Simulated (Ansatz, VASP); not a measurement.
**O: VASP beside Ansatz**

File INCAR:

```
PREC = Accurate ; ENCUT = 520
EDIFF = 1E-6 ; ISMEAR = -1
SIGMA = 0.08 ; LREAL = False
LASPH = True ; NELM = 60
ALGO = Normal ; ISIF = 2
LWAVE = False ; LCHARG = False
NBANDS = 13
```

KPOINTS

```
Automatic mesh
0
Gamma
  14 14 14
```

Contents of POSCAR:

```
O
1.0
    0.0000000000      1.8772008259      3.8726695203
    1.4916936829      0.0000000000      3.8726695203
    1.4916936829      1.8772008259      0.0000000000
O
2
Direct
    0.4210980000      0.4210980000      0.5789020000
    0.5789020000      0.5789020000      0.4210980000
```

Input for Ansatz:

```yaml
crystal:
  lattice:
    - [0.0, 1.8772008259, 3.8726695203]
    - [1.4916936829, 0.0, 3.8726695203]
    - [1.4916936829, 1.8772008259, 0.0]
  atoms:
    - { symbol: O, position: [0.421098, 0.421098, 0.578902] }
    - { symbol: O, position: [0.578902, 0.578902, 0.421098] }
kpoints:
  mp_grid: { grid: [14, 14, 14] }
scf:
  occupations: { method: fermi_dirac, width: 0.08 }
hamiltonian:
  xc: lda
  pseudopotentials: { kind: all_electron, lapw: { basis_error: 0.001 } }
output:
  forces: true
  stress: true
  eigenvalues: true
```

Change from the starting cell: volume scaled by 0.98.

Alike in both runs: task single point; functional LDA; k mesh 14 × 14 × 14; occupations fermi-dirac, width 0.08 eV; no spin polarisation.

```csv
,VASP,Ansatz
version,VASP 6.6.1,Ansatz 0.2.0
potentials or method,"VASP PAW LDA potentials, release 64 (O), cutoff 520 eV","all-electron LAPW, scalar-relativistic"
```

Ansatz gave:

- pressure (GPa): -9.4
- traceless stress, the component that is largest in VASP (GPa): 1.41
- rms of the force components (eV/Å): 0.916

Question: Which values does VASP return?

Answer: Pressure (GPa): -5.9; traceless stress, the component that is largest in VASP (GPa): -2.36; rms of the force components (eV/Å): 0.169.

LDA's correlation is that of Perdew and Zunger in VASP and of Perdew and Wang (1992) in Ansatz. Atom by atom the forces differ by 0.746 eV/Å (rms over components). Ansatz ran all-electron here, and VASP with PAW potentials.

Noted on VASP's run: the standard files for N, O and F lose accuracy on very short bonds; spin is off for a triplet molecule.
